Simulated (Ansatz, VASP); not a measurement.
**H2CF2: VASP beside Ansatz**

The input INCAR:

```
SYSTEM = H2CF2
PREC     = Accurate       ! precision mode
ENCUT    = 520            ! plane-wave cutoff, eV
EDIFF    = 1E-6           ! SCF threshold, eV
ISMEAR   = -1             ! smearing method
SIGMA    = 0.1            ! smearing width, eV
LREAL    = .False.        ! projectors in reciprocal space
LASPH    = .True.         ! aspherical terms in the spheres
NELM     = 100            ! most SCF steps
ALGO     = Normal         ! electronic algorithm
ISIF     = 2              ! what is computed and relaxed
LWAVE    = .False.        ! write WAVECAR
LCHARG   = .False.        ! write CHGCAR
GGA      = PE             ! functional
IVDW     = 13             ! dispersion correction
ISYM     = 0            
NBANDS   = 18             ! bands
```

KPOINTS

```
Automatic mesh
0
Gamma
  7 7 7
  0 0 0
```

POSCAR

```
H2CF2
1.0
   -2.6338910000      0.0000000000      1.7095730000
    2.6338910000      0.0000000000      1.7095730000
    0.0000000000      4.7089340000      1.7095730000
F C H
2 1 2
Direct
    0.1069500000      0.1069500000      0.2720000000
    0.3789500000      0.3789500000      0.7280000000
    0.9962500000      0.9962500000      0.0000000000
    0.7606700000      0.9863300000      0.0000000000
    0.9863300000      0.7606700000      0.0000000000
```

Input for Ansatz:

```yaml
crystal:
  lattice:
    - [-2.633891, 0.0, 1.709573]
    - [2.633891, 0.0, 1.709573]
    - [0.0, 4.708934, 1.709573]
  atoms:
    - { symbol: F, position: [0.10695, 0.10695, 0.272] }
    - { symbol: F, position: [0.37895, 0.37895, 0.728] }
    - { symbol: C, position: [0.99625, 0.99625, 0.0] }
    - { symbol: H, position: [0.76067, 0.98633, 0.0] }
    - { symbol: H, position: [0.98633, 0.76067, 0.0] }
  symmetry: { detect: false }
kpoints:
  mp_grid: { grid: [7, 7, 7], shift: [0, 0, 0] }
magnetization:
  spin_polarized: false
scf:
  occupations: { method: fermi_dirac }
  convergence: { dr2_threshold: 1.0e-11 }
hamiltonian:
  pseudopotentials: { kind: paw }
  xc: pbe
  dispersion: d4
basis:
  ecutwfc: 420
output:
  forces: true
  stress: true
  eigenvalues: true
```

Alike in both runs: task single point; functional PBE; dispersion D4; k mesh 7 × 7 × 7; no spin polarisation.

|  | VASP | Ansatz |
| --- | --- | --- |
| version | VASP 6.6.1 | Ansatz 0.2.0 |
| potentials or method | VASP PAW PBE potentials, release 64 (F, C, H), cutoff 520 eV | PAW plane waves |
| occupations | fermi-dirac, width 0.1 eV | fermi-dirac |
| valence electrons in the cell | 20 | 20 |

```csv
,VASP,Ansatz,Ansatz less VASP
gap on the k mesh at the Fermi level (eV),6.85,6.89,+0.032
rms of the force components (eV/Å),18.694,18.364,-0.3298
```

Atom by atom the forces differ by 0.343 eV/Å (rms over components).
